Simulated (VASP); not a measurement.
Wanted: the native input for a VASP 6.6.1 run.

- Task: relaxation of cell and atoms
- Functional: PBE
- Potentials or basis: VASP PAW PBE potentials, release 64 (Sr_sv)
- Cutoff: 600 eV
- k mesh: 14 × 14 × 8
- Occupations: fermi-dirac, width 0.05 eV
- Spin: no spin polarisation
- Target pressure: 33 GPa
- Dipole correction: no
- Further INCAR settings: ALGO = Normal; EDIFF = 1e-06; IBRION = 2; EDIFFG = -0.005; NSW = 32; ISIF = 3

The structure of Sr lies in POSCAR:

```
Sr
1.0
    3.2691896275      0.0000000000      0.0000000000
   -1.6345948138      2.8312012672      0.0000000000
    0.0000000000      0.0000000000      4.9683194354
Sr
2
Direct
    0.3333333333      0.6666666667      0.2500000000
    0.6666666667      0.3333333333      0.7500000000
```

This isn't the form of Sr at room conditions, which is fcc.

These files were run (other wordings do the same):

INCAR

```
SYSTEM = Sr
ALGO = Normal
EDIFF = 1E-6
EDIFFG = -0.005
ENCUT = 600
GGA = PE
IBRION = 2
ISIF = 3
ISMEAR = -1
LASPH = .True.
LCHARG = .False.
LREAL = .False.
LWAVE = .False.
NELM = 100
NSW = 32
PREC = Accurate
PSTRESS = 330.0
SIGMA = 0.05
```

KPOINTS

```
k-points
0
Gamma
  14 14 8
  0 0 0
```

Potentials or basis: VASP PAW PBE potentials, release 64 (Sr_sv).

Run with:

```sh
$ cat potpaw_PBE.64/Sr_sv/POTCAR > POTCAR
$ mpirun -np 1 vasp_std > vasp.out
```

Results of the run:

The relaxed volume is 23.16 Å³/atom, the relaxed cell is a = 3.272 Å, b = 3.272 Å, c = 4.994 Å, α = 90.00°, β = 90.00°, γ = 120.00° and the space group after relaxing (to 0.1 Å) is P6_3/mmc (No. 194). The energy change on relaxing (the run minimises the enthalpy) is -34.0 meV/atom, the ionic steps are 7 and the pressure after relaxing is 33.0 GPa. The band gap on the k mesh is zero (bands 10 and 11 overlap by 1.16 eV).

Caveat: the cell is relaxed towards a set pressure, so the run minimises the enthalpy, not the energy.

Run time: 120 s on 1 thread of Intel(R) Xeon(R) 6975P-C (Granite Rapids) (shared host), peak memory 0.25 GiB.
